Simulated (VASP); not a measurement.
Here is a VASP 6.6.1 calculation.

Contents of INCAR:

```
SYSTEM = SmSi4
  PREC = Accurate
  ENCUT = 500
  EDIFF = 1E-6
  ISMEAR = 0
  SIGMA = 0.1
  LREAL = .FALSE.
  LASPH = .TRUE.
  NELM = 200
  ALGO = Normal
  ISIF = 2
  LWAVE = .FALSE.
  LCHARG = .TRUE.
  GGA = PE
  LELF = .TRUE.
  LVHAR = .TRUE.
  NBANDS = 22
  GGA_COMPAT = .FALSE.
  LMAXMIX = 6
```

The input KPOINTS:

```
Automatic mesh
0
G
  4 4 4
  0 0 0
```

File POSCAR:

```
SmSi4
1.0
   -4.0266042112      4.0266042112      2.2019173705
    4.0266042112     -4.0266042112      2.2019173705
    4.0266042112      4.0266042112     -2.2019173705
Sm Si
1 4
Direct
    0.5000000000      0.5000000000      0.0000000000
    0.5000000000      0.8607508942      0.3607508942
    0.5000000000      0.1392491058      0.6392491058
    0.8607508942      0.5000000000      0.3607508942
    0.1392491058      0.5000000000      0.6392491058
```

Potentials or basis: VASP PAW PBE potentials, release 64 (Sm_3, Si), 4f in core.

Launch:

```sh
$ cat potpaw_PBE.64/Sm_3/POTCAR potpaw_PBE.64/Si/POTCAR > POTCAR
$ mpirun -np 1 vasp_std > vasp.out
```

(1) Predict the largest force.

(2) Predict the band gap on the k mesh.

(3) Predict the pressure.

## Answers

(1) 0.040 eV/Å.

(2) zero (an odd number of electrons rules out a gap without spin polarisation).

(3) 0.3 GPa.

Caveat: the k points lie up to 0.41 Å⁻¹ apart, too coarse for converged energies and pressures of a metal; spin-orbit coupling is left out, which moves the levels of the heavy elements; the 4f electrons are frozen in the core, so they carry no moment and show no levels.
